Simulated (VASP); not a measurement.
Input of a VASP 6.6.1 run:

Contents of INCAR:

```
PREC     = Accurate       # precision mode
ENCUT    = 520            # plane-wave cutoff, eV
EDIFF    = 1E-6           # SCF threshold, eV
ISMEAR   = -1             # smearing method
SIGMA    = 0.02           # smearing width, eV
LREAL    = F              # projectors in reciprocal space
LASPH    = T              # aspherical terms in the spheres
NELM     = 100            # most SCF steps
ALGO     = Normal         # electronic algorithm
ISIF     = 2              # what is computed and relaxed
LWAVE    = F              # write WAVECAR
LCHARG   = F              # write CHGCAR
GGA      = PE             # functional
NBANDS   = 26             # bands
```

Contents of KPOINTS:

```
regular mesh
0
Gamma
  6 6 4
```

Contents of POSCAR:

```
InP
1.0
    3.8532866816      0.0000000000      0.0000000000
   -1.9266433408      3.3370441544      0.0000000000
    0.0000000000      0.0000000000      6.5534407716
In P
2 2
Direct
    0.0000000000      0.0000000000      0.0000000000
    0.0000000000      0.0000000000      0.5000000000
    0.3333333333      0.6666666667      0.2500000000
    0.6666666667      0.3333333333      0.7500000000
```

Potentials or basis: VASP PAW PBE potentials, release 64 (In_d, P).

Launch:

```console
$ cat potpaw_PBE.64/In_d/POTCAR potpaw_PBE.64/P/POTCAR > POTCAR
$ mpirun -np 1 vasp_std > vasp.out
```

(1) Predict the pressure.

(2) Predict the band gap on the k mesh.

## Answers

(1) 1.8 GPa.

(2) zero (bands 18 and 19 overlap by 2.74 eV).

Caveat: spin-orbit coupling is left out, which moves the levels of the heavy elements.
